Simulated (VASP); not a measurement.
**Sb: single point with PBE**

Crystal: Sb.

```
Sb
1.0
     3.14938    0.00000    0.00415
     0.00000    4.44312    0.00000
    -0.03339    0.00000    4.51727
Sb
2
Direct
  0.91591 0.75000 0.78216
  0.08409 0.25000 0.21784
```

This cell differs from its parent crystal: strained and its atoms moved.

```
Program                : VASP 6.6.1
Task                   : single point
Functional             : PBE
Potentials or basis    : VASP PAW PBE potentials, release 64 (Sb)
Cutoff                 : 520 eV
k mesh                 : 14 × 10 × 10
Occupations            : gaussian, width 0.1 eV
Spin                   : no spin polarisation
Dipole correction      : no
Further INCAR settings : ALGO = Normal; EDIFF = 1e-07; NBANDS = 12
```

```
Pressure               : -1.3 GPa
Largest force          : 0.335 eV/Å
Band gap on the k mesh : zero (bands 5 and 6 overlap by 7.61 eV)
```

Forces on the atoms (eV/Å):
```
Sb   0.309  0.000 -0.129
Sb  -0.309  0.000  0.129
```

Stress tensor (GPa, compression positive):
```
 0.35  0.00 -0.48
 0.00 -2.31  0.00
-0.48  0.00 -1.91
```

Levels at points of the mesh, in eV from the Fermi level:
| k point | band 2 | band 3 | band 4 | band 5 | band 6 | band 7 | band 8 | band 9 |
| --- | --- | --- | --- | --- | --- | --- | --- | --- |
| (0.00, 0.00, 0.00) | -7.48 | -3.32 | -3.21 | 1.57 | 3.06 | 3.55 | 3.87 | 4.94 |
| (0.50, 0.00, 0.00) | -6.15 | -4.06 | -1.69 | -1.33 | -1.15 | 3.11 | 3.45 | 4.87 |
| (0.00, 0.50, 0.00) | -10.39 | -1.77 | -1.77 | -0.40 | -0.40 | 4.63 | 4.63 | 8.05 |
| (0.50, 0.50, 0.00) | -8.01 | -3.95 | -3.95 | 0.30 | 0.30 | 1.90 | 1.90 | 5.40 |
| (0.00, 0.00, 0.50) | -9.65 | -2.08 | -1.18 | -0.67 | -0.28 | 4.26 | 4.94 | 7.73 |
| (0.50, 0.00, 0.50) | -7.25 | -4.42 | -3.44 | -0.18 | 1.31 | 1.60 | 1.66 | 5.11 |
| (0.00, 0.50, 0.50) | -9.89 | -5.08 | -5.08 | 4.70 | 4.70 | 5.02 | 5.02 | 8.77 |
| (0.50, 0.50, 0.50) | -7.50 | -3.52 | -3.52 | -2.87 | -2.87 | 1.70 | 1.70 | 7.54 |

Wall time 77 s on 1 thread of Intel(R) Xeon(R) 6975P-C (Granite Rapids), on a shared host, peak memory 0.4 GiB.

Caveat: the cell differs from its parent crystal (strained and its atoms moved); spin-orbit coupling is left out, which moves the levels of the heavy elements.
